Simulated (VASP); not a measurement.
The system is Pd.

```xyz
1
Lattice="0.0000 1.9587 1.9587 1.9587 0.0000 1.9587 1.9587 1.9587 0.0000" Properties=species:S:1:pos:R:3 pbc="T T T"
Pd    0.0000    0.0000    0.0000
```

```yaml
Program: VASP 6.6.1
Task: relaxation of cell and atoms
Functional: PBEsol
Potentials_or_basis: VASP PAW PBE potentials, release 64 (Pd)
Cutoff: 600 eV
k_mesh: 18 × 18 × 18
Occupations: gaussian, width 0.1 eV
Spin: no spin polarisation
```

At the start: pressure -6.4 GPa; volume 15.03 Å³/atom.

Problem. How do energy, volume and symmetry change on relaxing?

Solution. Over 6 steps the energy falls by 10.6 meV/atom and the volume is 14.52 Å³/atom (-3.4 %); space group Fm-3m (No. 225, to 0.1 Å) before and after.

Step by step:
```tsv
step	energy change (eV)	largest force (eV/Å)	pressure (GPa)	volume (Å³)
1	0.0000	0.0000	-6.43	15.03
2	0.0187	0.0000	12.97	13.75
3	-0.0106	0.0000	-0.10	14.53
4	-0.0106	0.0000	0.06	14.52
5	-0.0106	0.0000	-0.10	14.53
6	-0.0106	0.0000	0.01	14.52
```

Final structure:
```
Pd
1.0
     0.00000    1.93639    1.93639
     1.93639    0.00000    1.93639
     1.93639    1.93639    0.00000
Pd
1
Direct
  0.00000 0.00000 0.00000
```

Caveat: the PAW data sets were made with another functional, which shifts forces and pressure a little.
